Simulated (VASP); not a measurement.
ZnO: single point with LDA

The system is ZnO.

```
CELL_PARAMETERS angstrom
0.00000 2.11521 2.11521
2.11521 0.00000 2.11521
2.11521 2.11521 0.00000
ATOMIC_POSITIONS crystal
Zn 0.00000 0.00000 0.00000
O 0.50000 0.50000 0.50000
```

This cell differs from its parent crystal: strain -0.025 along x and y, -0.025 along z.

```
Program                : VASP 6.6.1
Task                   : single point
Functional             : LDA
Potentials or basis    : VASP PAW LDA potentials, release 64 (Zn, O_h)
Cutoff                 : 1340 eV
k mesh                 : 12 × 12 × 12
Occupations            : gaussian, width 0.05 eV
Spin                   : no spin polarisation
Dipole correction      : no
Further INCAR settings : ALGO = Normal; EDIFF = 1e-06; NBANDS = 16
```

```
Pressure               : -1.3 GPa
Band gap on the k mesh : 1.05 eV (least direct gap 2.55 eV)
```

Levels at points of the mesh, in eV from the valence-band top:
```tsv
k point	band 5	band 6	band 7	band 8	band 9	band 10	band 11	band 12	band 13	band 14
(0.00, 0.00, 0.00)	-4.80	-4.80	-1.50	-1.50	-1.50	1.05	18.05	18.05	18.05	18.29
(0.50, 0.00, 0.00)	-4.57	-4.57	-3.73	0.00	0.00	5.38	9.26	12.75	12.75	19.49
(0.50, 0.50, 0.00)	-4.44	-4.44	-4.06	-3.02	-3.02	4.17	10.75	11.22	15.52	15.52
```

Wall time 54 s on 1 thread of Intel(R) Xeon(R) Platinum 8259CL CPU @ 2.50GHz (Skylake/Cascade Lake), on a shared host, peak memory 0.23 GiB.

Caveat: the cell differs from its parent crystal (strain -0.025 along x and y, -0.025 along z). A k mesh can miss the band edges.
